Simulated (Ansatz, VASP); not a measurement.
**One calculation of Ta, two programs**

```
Ta
1.0
     2.97996    0.00000    0.00000
    -1.48998    2.58072    0.00000
     0.00000    0.00000   10.48478
Ta
4
Direct
  0.00000 0.00000 0.00000
  0.00000 0.00000 0.50000
  0.33333 0.66667 0.25000
  0.66667 0.33333 0.75000
```

Alike in both runs: task single point; functional BLYP; k mesh 14 × 14 × 4; occupations fermi-dirac, width 0.1 eV; no spin polarisation.

|  | VASP | Ansatz |
| --- | --- | --- |
| version | VASP 6.6.1 | Ansatz 0.2.0 |
| potentials or method | VASP PAW PBE potentials, release 64 (Ta_pv), cutoff 520 eV | plane waves (420 eV) with PAW, scalar-relativistic |
| valence electrons in the cell | 44 | 52 |

```tsv
	VASP	Ansatz	Ansatz less VASP
pressure (GPa)	-5.6	-6.3	-0.72
traceless stress, the component that is largest in VASP (GPa)	0.16	0.06	-0.101
```

VASP's potentials were made for PBE, not for BLYP. The functional is the same, so the differences come from potentials, cutoffs and numerics. VASP's potentials hold 44 valence electrons a cell and Ansatz's 52, so a difference there can come from the potentials and not from the codes.

Neither program's run includes spin-orbit coupling.
